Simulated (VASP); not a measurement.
# SnTe (I-4m2) in VASP: single point with r2SCAN

Aim: the single point of SnTe with r2SCAN.

Program: VASP 6.6.1. These are calculated values, not measurements. Logs are shortened: lines on timing, memory, paths and dates and some standing lists are left out, and cuts for length are marked.

## Step 1: The cell of the first run

Symmetry: I-4m2, No. 119, tetragonal system. Conventional cell: a = 5.050 Å, b = 5.050 Å, c = 7.222 Å, α = 90.00°, β = 90.00°, γ = 90.00°. Within 4.1 Å of Sn (site symmetry -4m2) lie 4 Te at 3.10 Å. Within 4.1 Å of Te (site symmetry -4m2) lie 4 Sn at 3.10 Å.

## Step 2: Single point, r2SCAN

POSCAR

```
SnTe
1.0
    0.0000000000      3.5708761004      3.6111460000
    3.5708761004      0.0000000000      3.6111460000
    3.5708761004      3.5708761004      0.0000000000
Sn Te
1 1
Direct
    0.0000000000      0.0000000000      0.0000000000
    0.2500000000      0.2500000000      0.2500000000
```

INCAR.step1

```
SYSTEM = SnTe
PREC     = Accurate       ! precision mode
ENCUT    = 550            ! plane-wave cutoff, eV
ISMEAR   = 0              ! smearing method
SIGMA    = 0.01           ! smearing width, eV
LREAL    = .FALSE.        ! projectors in reciprocal space
LASPH    = .TRUE.         ! aspherical terms in the spheres
NELM     = 120            ! most SCF steps
NBANDS   = 17             ! bands
GGA      = PE             ! functional
ALGO     = Normal         ! electronic algorithm
EDIFF    = 1E-5           ! SCF threshold, eV
LWAVE    = .TRUE.         ! write WAVECAR
LCHARG   = .FALSE.        ! write CHGCAR
GGA_COMPAT= .FALSE.
```

INCAR.step2

```
SYSTEM = SnTe
PREC     = Accurate       ! precision mode
ENCUT    = 550            ! plane-wave cutoff, eV
EDIFF    = 1E-6           ! SCF threshold, eV
ISMEAR   = 0              ! smearing method
SIGMA    = 0.01           ! smearing width, eV
LREAL    = .FALSE.        ! projectors in reciprocal space
LASPH    = .TRUE.         ! aspherical terms in the spheres
NELM     = 120            ! most SCF steps
ALGO     = Normal         ! electronic algorithm
ISIF     = 2              ! what is computed and relaxed
LWAVE    = .FALSE.        ! write WAVECAR
LCHARG   = .FALSE.        ! write CHGCAR
METAGGA  = R2SCAN         ! meta-GGA
LMIXTAU  = .TRUE.       
NBANDS   = 17             ! bands
ISTART   = 1            
GGA_COMPAT= .FALSE.
```

KPOINTS

```
Automatic mesh
0
G
  6 6 6
  0 0 0
```

Potentials or basis: VASP PAW PBE potentials, release 64 (Sn_d, Te).

Command:

```
cat potpaw_PBE.64/Sn_d/POTCAR potpaw_PBE.64/Te/POTCAR > POTCAR
cp INCAR.step1 INCAR
mpirun -np 1 vasp_std > vasp.out
cp INCAR.step2 INCAR
mpirun -np 1 vasp_std > vasp.out
```

OUTCAR:

```text
SYSTEM = SnTe
   PREC = Accurate
   ENCUT = 550
   EDIFF = 1E-6
   ISMEAR = 0
   LREAL = .FALSE.
   LASPH = .TRUE.
   NELM = 120
   ISIF = 2
   METAGGA = R2SCAN
   ISTART = 1

 ion  position               nearest neighbor table
   1  0.000  0.000  0.000-   2 3.10   2 3.10   2 3.10   2 3.10
   2  0.250  0.250  0.250-   1 3.10   1 3.10   1 3.10   1 3.10

  LATTYP: Found a body centered tetragonal cell.
 ALAT       =     5.0499814107
 C/A-ratio  =     1.4301620962

  Lattice vectors:

 A1 = (  -3.5708761004,   0.0000000000,   3.6111460000)
 A2 = (   3.5708761004,   0.0000000000,   3.6111460000)
 A3 = (   0.0000000000,   3.5708761004,  -3.6111460000)

Analysis of symmetry for initial positions (statically):
=====================================================================
 Subroutine PRICEL returns:
 Original cell was already a primitive cell.

 Routine SETGRP: Setting up the symmetry group for a
 body centered tetragonal supercell.

 Subroutine GETGRP returns: Found  8 space group operations
 (whereof  8 operations were pure point group operations)
 out of a pool of 16 trial point group operations.

The static configuration has the point symmetry D_2d.

Analysis of symmetry for dynamics (positions and initial velocities):
=====================================================================
 Subroutine PRICEL returns:
 Original cell was already a primitive cell.

 Routine SETGRP: Setting up the symmetry group for a
 body centered tetragonal supercell.

 Subroutine GETGRP returns: Found  8 space group operations
 (whereof  8 operations were pure point group operations)
 out of a pool of 16 trial point group operations.

The dynamic configuration has the point symmetry D_2d.

 Subroutine INISYM returns: Found  8 space group operations
 (whereof  8 operations are pure point group operations),
 and found     1 'primitive' translations

----------------------------------------------------------------------------------------

                                     Primitive cell

  volume of cell :      92.0926

  direct lattice vectors                    reciprocal lattice vectors
     0.000000000  3.570876100  3.611146000    -0.140021660  0.140021660  0.138460201
     3.570876100  0.000000000  3.611146000     0.140021660 -0.140021660  0.138460201
     3.570876100  3.570876100  0.000000000     0.140021660  0.140021660 -0.138460201

  length of vectors
     5.078536360  5.078536360  5.049981411     0.241626484  0.241626484  0.241626484

  position of ions in fractional coordinates (direct lattice)
     0.000000000  0.000000000  0.000000000
     0.250000000  0.250000000  0.250000000

  ion indices of the primitive-cell ions
   primitive index   ion index
                 1           1
                 2           2

----------------------------------------------------------------------------------------

 KPOINTS: Automatic mesh

Automatic generation of k-mesh.
 Grid dimensions read from file:
 generate k-points for:    6    6    6

 Generating k-lattice:

  Cartesian coordinates                     Fractional coordinates (reciprocal lattice)
    -0.023336943  0.023336943  0.023076700     0.166666667  0.000000000  0.000000000
     0.023336943 -0.023336943  0.023076700     0.000000000  0.166666667  0.000000000
     0.023336943  0.023336943 -0.023076700    -0.000000000 -0.000000000  0.166666667

  Length of vectors
     0.040271081  0.040271081  0.040271081

  Shift w.r.t. Gamma in fractional coordinates (k-lattice)
     0.000000000  0.000000000  0.000000000

 Subroutine IBZKPT returns following result:
 ===========================================

 Found     30 irreducible k-points:

 Following reciprocal coordinates:
            Coordinates               Weight
  0.000000  0.000000  0.000000      1.000000
  0.166667  0.000000  0.000000      8.000000
  0.333333  0.000000  0.000000      8.000000
  0.500000  0.000000  0.000000      4.000000
  0.166667  0.166667  0.000000      2.000000
  0.333333  0.166667  0.000000      8.000000
[... 16 lines left out ...]
  0.333333  0.000000  0.333333      4.000000
  0.500000  0.000000  0.333333     16.000000
 [... further k-points ...]
   k-points           NKPTS =     30   k-points in BZ     NKDIM =     30   number of bands    NBANDS=     17
   number of dos      NEDOS =    301   number of ions     NIONS =      2
   total plane-waves  NPLWV =  64000
   dimension x,y,z NGX =    40 NGY =   40 NGZ =   40
   dimension x,y,z NGXF=    80 NGYF=   80 NGZF=   80
   ions per type =               1   1
   NGX,Y,Z   is equivalent  to a cutoff of  13.09, 13.09, 13.17 a.u.
   NGXF,Y,Z  is equivalent  to a cutoff of  26.19, 26.19, 26.34 a.u.
 SYSTEM =  SnTe
   PREC   = accura    normal or accurate (medium, high low for compatibility)
   ISTART =      1    job   : 0-new  1-cont  2-samecut
   ICHARG =      0    charge: 1-file 2-atom 10-const
   ISPIN  =      1    spin polarized calculation?
   LNONCOLLINEAR =      F non collinear calculations
   LSORBIT =      F    spin-orbit coupling
   LASPH  =      T    aspherical Exc in radial PAW
   ENCUT  =  550.0 eV  40.42 Ry    6.36 a.u.   9.71  9.71  9.66*2*pi/ulx,y,z
   NELM   =    120;   NELMIN=  2; NELMDL=  0     # of ELM steps
   EDIFF  = 0.1E-05   stopping-criterion for ELM
   LREAL  =      F    real-space projection
   EDIFFG = 0.1E-04   stopping-criterion for IOM
   NSW    =      0    number of steps for IOM
   IBRION =     -1    ionic relax: 0-MD 1-quasi-New 2-CG
   NFREE  =      0    steps in history (QN), initial steepest desc. (CG)
   ISIF   =      2    stress and relaxation
   ISYM   =      2    0-nonsym 1-usesym 2-fastsym
   POTIM  = 0.5000    time-step for ionic-motion
   TEBEG  =    0.0;   TEEND  =   0.0 temperature during run
   PSTRESS=    0.0 pullay stress
   NELECT =      20.0000    total number of electrons
   NUPDOWN=      -1.0000    fix difference up-down
   EMIN   =  10.00;   EMAX   =-10.00  energy-range for DOS
   EFERMI =   0.00;   METHOD = LEGACY
   ISMEAR =     0;   SIGMA  =   0.01  broadening in eV -4-tet -1-fermi 0-gaus
   EFERMI_NEDOS =   21; number of points for ismear=-14 and -15
   IALGO  =     38    algorithm
   IMIX   =      4    mixing-type and parameters
     AMIX     =   0.40;   BMIX     =  1.00
     AMIX_MAG =   1.60;   BMIX_MAG =  1.00
  volume/ion in A,a.u.               =      46.05       310.74
  Fermi-wavevector in a.u.,A,eV,Ry     =   0.984034  1.859554 13.174824  0.968322
  Thomas-Fermi vector in A             =   2.115236
   LORBIT       =      0    0 simple, 1 ext, 2 COOP (PROOUT), +10 PAW based schemes
   METAGGA = R2SCAN    functional components
   LHFCALC =     F    Hartree Fock is set to
   AEXX    =    0.0000 exact exchange contribution
   IVDW    =     0    specifies the selected vdW correction
   LEPSILON=     F    determine dielectric tensor
   LRPA    =     F    only Hartree local field effects (RPA)
 non-spin polarized calculation
 Gauss-broadening in eV      SIGMA  =   0.01
  energy-cutoff  :      550.00
  volume of cell :       92.09
 maximum number of plane-waves:      2730
   NGX = 19   NGY = 19   NGZ = 19

 number of electron      20.0000005 magnetization

 Free energy of the ion-electron system (eV)
  ---------------------------------------------------
  ext. energy  EPLUGINS =         0.00000000
  ---------------------------------------------------
  free energy    TOTEN  =       -50.06761076 eV

  energy without entropy =      -50.06761076  energy(sigma->0) =      -50.06761076

 E-fermi :   3.2843     XC(G=0):  -8.0470

 val. band max:        3.1600893444   @ k =  -0.3333   0.5000   0.1667
 cond. band min:       3.4123366141   @ k =   0.5000   0.0000   0.5000
 fundamental gap:      0.2522472698
 Fermi energy:         3.2843086357

 k-point     1 :       0.0000    0.0000    0.0000
  band No.  band energies     occupation
      1     -19.2638      2.00000
      2     -19.2630      2.00000
      3     -19.2630      2.00000
      4     -19.2491      2.00000
      5     -19.2482      2.00000
      6      -8.8959      2.00000
[... 9 lines left out ...]
     16      10.1367      0.00000
     17      11.1249      0.00000

 k-point     2 :       0.1667    0.0000    0.0000
  band No.  band energies     occupation
      1     -19.2639      2.00000
      2     -19.2629      2.00000
      3     -19.2626      2.00000
      4     -19.2491      2.00000
      5     -19.2481      2.00000
      6      -8.7665      2.00000
[... 9 lines left out ...]
     16       9.5519      0.00000
     17      10.6589      0.00000

 k-point     3 :       0.3333    0.0000    0.0000
  band No.  band energies     occupation
      1     -19.2646      2.00000
      2     -19.2622      2.00000
      3     -19.2617      2.00000
      4     -19.2490      2.00000
      5     -19.2480      2.00000
      6      -8.4640      2.00000
[... 9 lines left out ...]
     16       9.6710      0.00000
     17      10.9307      0.00000

 k-point     4 :       0.5000    0.0000    0.0000
  band No.  band energies     occupation
      1     -19.2650      2.00000
      2     -19.2618      2.00000
      3     -19.2613      2.00000
      4     -19.2489      2.00000
      5     -19.2479      2.00000
      6      -8.2807      2.00000
[... 9 lines left out ...]
     16      10.5506      0.00000
     17      10.5845      0.00000

 k-point     5 :       0.1667    0.1667    0.0000
  band No.  band energies     occupation
      1     -19.2649      2.00000
      2     -19.2622      2.00000
      3     -19.2622      2.00000
      4     -19.2488      2.00000
      5     -19.2484      2.00000
      6      -8.7236      2.00000
[... 9 lines left out ...]
     16      10.4181      0.00000
     17      11.8580      0.00000

 k-point     6 :       0.3333    0.1667    0.0000
  band No.  band energies     occupation
      1     -19.2656      2.00000
      2     -19.2615      2.00000
      3     -19.2613      2.00000
      4     -19.2487      2.00000
      5     -19.2484      2.00000
      6      -8.4722      2.00000
[... 9 lines left out ...]
     16      10.5000      0.00000
     17      11.5817      0.00000
[... 281 lines left out ...]
 k-point    21 :      -0.1667    0.3333    0.1667
  band No.  band energies     occupation
      1     -19.2658      2.00000
      2     -19.2614      2.00000
      3     -19.2605      2.00000
      4     -19.2493      2.00000
      5     -19.2478      2.00000
      6      -8.2303      2.00000
[... 9 lines left out ...]
     16      11.0406      0.00000
     17      12.0749      0.00000

 k-point    22 :      -0.3333    0.5000    0.1667
  band No.  band energies     occupation
      1     -19.2671      2.00000
      2     -19.2606      2.00000
      3     -19.2596      2.00000
      4     -19.2488      2.00000
      5     -19.2483      2.00000
      6      -8.0275      2.00000
[... 9 lines left out ...]
     16      11.5603      0.00000
     17      11.6772      0.00000

 k-point    23 :       0.3333    0.0000    0.3333
  band No.  band energies     occupation
      1     -19.2664      2.00000
      2     -19.2610      2.00000
      3     -19.2604      2.00000
      4     -19.2496      2.00000
      5     -19.2475      2.00000
      6      -8.2973      2.00000
[... 9 lines left out ...]
     16      11.1745      0.00000
     17      13.1027      0.00000

 k-point    24 :       0.5000    0.0000    0.3333
  band No.  band energies     occupation
      1     -19.2667      2.00000
      2     -19.2605      2.00000
      3     -19.2601      2.00000
      4     -19.2496      2.00000
      5     -19.2475      2.00000
      6      -8.0951      2.00000
[... 9 lines left out ...]
     16      11.0840      0.00000
     17      12.4542      0.00000

 [... further k-points ...]

------------------------ aborting loop because EDIFF is reached ----------------------------------------

  FORCE on cell =-STRESS in cart. coord.  units (eV):
  Direction    XX          YY          ZZ          XY          YZ          ZX
  --------------------------------------------------------------------------------------
  -------------------------------------------------------------------------------------
  Total       -0.0058882     -0.0058882     -0.0033742      0.0000000      0.0000000      0.0000000
  in kB       -0.1024405     -0.1024405     -0.0587019      0.0000000      0.0000000      0.0000000
  external PRESSURE =      -0.0878610 kB  Pullay stress =       0.0000000 kB

 VOLUME and BASIS-vectors are now :
 -----------------------------------------------------------------------------
  energy-cutoff  :      550.00
  volume of cell :       92.09
      direct lattice vectors                 reciprocal lattice vectors
     0.000000000  3.570876100  3.611146000    -0.140021660  0.140021660  0.138460201
     3.570876100  0.000000000  3.611146000     0.140021660 -0.140021660  0.138460201
     3.570876100  3.570876100  0.000000000     0.140021660  0.140021660 -0.138460201

 POSITION                                       TOTAL-FORCE (eV/Angst)
 -----------------------------------------------------------------------------------
      0.00000      0.00000      0.00000        -0.000000     -0.000000     -0.000000
      1.78544      1.78544      1.80557         0.000000      0.000000      0.000000
 -----------------------------------------------------------------------------------
    total drift:                               -0.000000     -0.000000     -0.000000

  FREE ENERGIE OF THE ION-ELECTRON SYSTEM (eV)
  ---------------------------------------------------
  free  energy   TOTEN  =       -50.0676107619 eV

  energy  without entropy=      -50.0676107619  energy(sigma->0) =      -50.06761076
```

Wall time 81 s (1 thread of Intel Xeon 6975P-C (Granite Rapids), shared host); peak memory 0.28 GiB.

What came out:

```yaml
Free_energy: -50.0676 eV
Pressure: 0.0 GPa
Band_gap_on_the_k_mesh: 0.25 eV (least direct gap 0.85 eV)
```

Levels at points of the mesh, in eV from the valence-band top:
```tsv
k point	band 6	band 7	band 8	band 9	band 10	band 11	band 12	band 13	band 14	band 15
(0.00, 0.00, 0.00)	-12.06	-5.03	-2.09	-2.04	-2.04	1.17	1.17	1.21	4.41	6.84
(0.50, 0.00, 0.00)	-11.44	-7.22	-2.65	-2.60	-2.00	2.04	2.04	3.83	6.00	6.72
(0.50, 0.50, 0.00)	-11.19	-7.64	-3.30	-3.30	-0.57	0.29	4.31	4.31	5.83	6.83
(0.50, 0.00, 0.50)	-11.18	-7.62	-3.34	-3.34	-0.62	0.25	4.32	4.34	5.88	6.85
```

Caveat: the PAW data sets were made with another functional, which shifts forces and pressure a little; spin-orbit coupling is left out, which moves the levels of the heavy elements.
